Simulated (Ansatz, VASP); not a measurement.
One calculation of CO, two programs

```
C O
1.0
     0.00000   -5.95264    0.00000
     0.00000    0.00000   -5.95264
    11.90529   -1.19053    0.00000
C O
8 8
Direct
  0.01389 0.03535 0.10732
  0.91389 0.03535 0.60732
  0.78611 0.53535 0.89268
  0.88611 0.53535 0.39268
  0.29318 0.96465 0.85732
  0.39318 0.96465 0.35732
  0.40682 0.46465 0.64268
  0.50682 0.46465 0.14268
  0.79304 0.92549 0.66226
  0.89304 0.92549 0.16226
  0.90696 0.42549 0.83774
  0.00696 0.42549 0.33774
  0.39206 0.07451 0.91226
  0.49206 0.07451 0.41226
  0.40794 0.57451 0.08774
  0.30794 0.57451 0.58774
```

Alike in both runs: task single point; functional PBEsol; k mesh 4 × 4 × 2; occupations gaussian, width 0.05 eV; no spin polarisation.

|  | VASP | Ansatz |
| --- | --- | --- |
| version | VASP 6.6.1 | Ansatz 0.2.0 |
| potentials or method | VASP PAW PBE potentials, release 64 (C, O), cutoff 520 eV | scalar-relativistic, plane waves, PAW |
| valence electrons in the cell | 80 | 80 |

```csv
,VASP,Ansatz,Ansatz less VASP
gap on the k mesh at the Fermi level (eV),6.01,6.02,+0.003
least direct gap on the mesh (eV),6.01,6.02,+0.003
pressure (GPa),1.2,0.1,-1.05
"traceless stress, the component that is largest in VASP (GPa)",0.20,0.20,0.000
rms of the force components (eV/Å),0.585,0.045,-0.5404
```

VASP's potentials were made for PBE, not for PBEsol. Atom by atom the forces differ by 0.600 eV/Å (rms over components). One of these differences is far larger than is usual between the two programs; its cause wasn't traced.

Noted on VASP's run: the standard files for N, O and F lose accuracy on very short bonds.
